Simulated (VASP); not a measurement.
Crystal: LiOs.

```
Li Os
1.0
     0.00000    2.34607    2.34607
     2.34607    0.00000    2.34607
     2.34607    2.34607    0.00000
Li Os
1 1
Cartesian
  0.0000 0.0000 0.0000
  2.3461 2.3461 2.3461
```

```yaml
Program: VASP 6.6.1
Task: relaxation of cell and atoms
Functional: r2SCAN
Potentials_or_basis: VASP PAW PBE potentials, release 64 (Li_sv, Os)
Cutoff: 600 eV
k_mesh: 6 × 6 × 6
Occupations: gaussian, width 0.1 eV
Spin: no spin polarisation
```

At the start: pressure -9.6 GPa; volume 12.91 Å³/atom.

**Question.** Where does the relaxation end?

**Answer.** Over 3 steps the energy falls by 28.3 meV/atom and the volume is 12.00 Å³/atom (-7.1 %); space group Fm-3m (No. 225, to 0.05 Å).

The path:
```tsv
step	energy change (eV)	largest force (eV/Å)	pressure (GPa)	volume (Å³)
1	0.0000	0.0000	-9.58	25.83
2	-0.0402	0.0000	5.58	23.05
3	-0.0565	0.0000	-0.03	23.99
```

Final structure:
```yaml
crystal:
  lattice:
    - [0.00000, 2.28913, 2.28913]
    - [2.28913, 0.00000, 2.28913]
    - [2.28913, 2.28913, 0.00000]
  atoms:
    - { symbol: Li, position: [0.00000, 0.00000, 0.00000] }
    - { symbol: Os, position: [0.50000, 0.50000, 0.50000] }
```

Caveat: the k points lie up to 0.40 Å⁻¹ apart in the final cell; the cutoff is under 1.25 times the usual one of these potentials, so pressure, stress and relaxed cells hold a basis-set (Pulay) error; the PAW data sets were made with another functional, which shifts forces and pressure a little.
